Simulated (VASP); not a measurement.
Runs of VASP 6.6.1 on InPd. The structure is that of space group Fm-3m (No. 225), or close to it. The cells are those of the table. The cell was built from a structure type or drawn by symmetry, and may not be a known phase.

```tsv
task	spin	cell	k mesh	cutoff (eV)	gap on the mesh (eV)	pressure (GPa)	relaxed volume (Å³/atom)
single point	off	a = 3.693 Å, angles 60.0°, 2 atoms	6 × 6 × 6	520	none	19.3	-
relaxation of cell and atoms	off	relaxed from a = 3.882 Å, angles 60.0°, 2 atoms	18 × 18 × 18	600	none	0.0	(a)
single point	collinear	a = 3.882 Å, angles 60.0°, 2 atoms	6 × 6 × 6	520	none	0.2	-
relaxation of cell and atoms	off	relaxed from a = 3.693 Å, angles 60.0°, 2 atoms	6 × 6 × 6	600	none	-0.2	20.79
single point	off	a = 3.884 Å, angles 60.0°, 2 atoms	18 × 18 × 18	520	none	0.2	-
```

Alike in all rows: level PBE; potentials or basis VASP PAW PBE potentials, release 64 (In_d, Pd); smearing gaussian 0.1 eV.

**Question.** Estimate the missing entries.

**Answer.** (a) 20.72.

Caveats: spin-orbit coupling is left out, which moves the levels of the heavy elements; the cell stands under pressure (at least some runs); the volume moved by over 15 % at a fixed basis, so the end points are rough (at least some runs).

A k mesh can miss the band edges, and the runs leave out spin-orbit coupling on In, Pd.

A gap of «none» marks levels without a gap at the run's occupations.
